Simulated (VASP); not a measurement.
CoO:

```
CELL_PARAMETERS angstrom
-1.50800 1.50800 2.10725
3.01600 -3.01600 4.21450
1.50800 1.50800 -2.10725
ATOMIC_POSITIONS crystal
Co 0.00000 0.00000 0.00000
Co 0.00000 0.50000 0.00000
O 0.50000 0.25000 0.00000
O 0.50000 0.75000 0.00000
```

Base run:

```yaml
Program: VASP 6.6.1
Functional: PBEsol
Potentials_or_basis: VASP PAW PBE potentials, release 64 (Co, O)
Cutoff: 600 eV
k_mesh: 9 × 9 × 9
Occupations: gaussian, width 0.05 eV
Spin: collinear spin, antiferromagnetic start
Starting_moments: "[2.8, -2.8, 0.0, 0.0] μB"
Hubbard_terms: Co d U = 4.0 eV
```

Its results: band gap on the k mesh zero (filled and empty bands overlap); pressure -10.6 GPa; net moment 0.00 μB per cell; site moments Co +2.66, -2.66; O +0.00 μB.

**Question.** The run is repeated on the same cell with these changes: moments at the start from [2.8, -2.8, 0.0, 0.0] to [2.78, -2.78, 0.0, 0.0]. What comes out?

**Answer.** Band gap on the k mesh 2.39 eV; pressure -5.4 GPa; net moment 0.00 μB per cell; site moments Co +2.67, -2.67; O +0.00 μB.

Caveats: the cell stands under tension; the PAW data sets were made with another functional, which shifts forces and pressure a little; an odd mesh through Γ misses points on the zone boundary, where band edges can lie (at least some runs).
